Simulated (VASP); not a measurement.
A run of VASP 6.6.1:

The input POSCAR:

```
SiC
1.0
    2.9621832941      0.0000000000      0.0000000000
   -1.4810916471      2.6633367767      0.0000000000
    0.0000000000      0.0000000000      5.0481087359
Si C
2 2
Direct
    0.3338022646      0.6676045292      0.5006165085
    0.6661977354      0.3323954708      1.0006165085
    0.3364596896      0.6729193793      0.8743834915
    0.6635403104      0.3270806207      0.3743834915
```

Contents of INCAR.step1:

```
PREC     = Accurate       # precision mode
ENCUT    = 520            # plane-wave cutoff, eV
EDIFF    = 1E-5           # SCF threshold, eV
ISMEAR   = 0              # smearing method
SIGMA    = 0.01           # smearing width, eV
LREAL    = F              # projectors in reciprocal space
LASPH    = T              # aspherical terms in the spheres
NELM     = 100            # most SCF steps
ALGO     = Normal         # electronic algorithm
ISIF     = 2              # what is computed and relaxed
LWAVE    = T              # write WAVECAR
LCHARG   = F              # write CHGCAR
GGA      = PE             # functional
NBANDS   = 16             # bands
```

The input INCAR.step2:

```
PREC     = Accurate       # precision mode
ENCUT    = 520            # plane-wave cutoff, eV
EDIFF    = 1E-6           # SCF threshold, eV
ISMEAR   = 0              # smearing method
SIGMA    = 0.01           # smearing width, eV
LREAL    = F              # projectors in reciprocal space
LASPH    = T              # aspherical terms in the spheres
NELM     = 100            # most SCF steps
ALGO     = Normal         # electronic algorithm
ISIF     = 2              # what is computed and relaxed
LWAVE    = F              # write WAVECAR
LCHARG   = F              # write CHGCAR
GGA      = PE             # functional
LHFCALC  = T              # exact exchange
HFSCREEN = 0.2079         # screening, 1/A
PRECFOCK = Normal       
ISTART   = 1            
NBANDS   = 16             # bands
```

File KPOINTS:

```
Automatic mesh
0
Gamma
  6 6 4
```

Potentials or basis: VASP PAW PBE potentials, release 64 (Si, C).

Command:

```console
$ cat potpaw_PBE.64/Si/POTCAR potpaw_PBE.64/C/POTCAR > POTCAR
$ cp INCAR.step1 INCAR
$ mpirun -np 1 vasp_std > vasp.out
$ cp INCAR.step2 INCAR
$ mpirun -np 1 vasp_std > vasp.out
```

Hardware: 1 thread of AMD EPYC 7R43 64-Core Processor (Zen 3), on a shared host.

**Question.** How long does it take, and how much memory?

**Answer.** Wall time 75 min on 1 thread of AMD EPYC 7R43 64-Core Processor (Zen 3), with other jobs on the host, peak memory 0.24 GiB. Counts: k points 39.
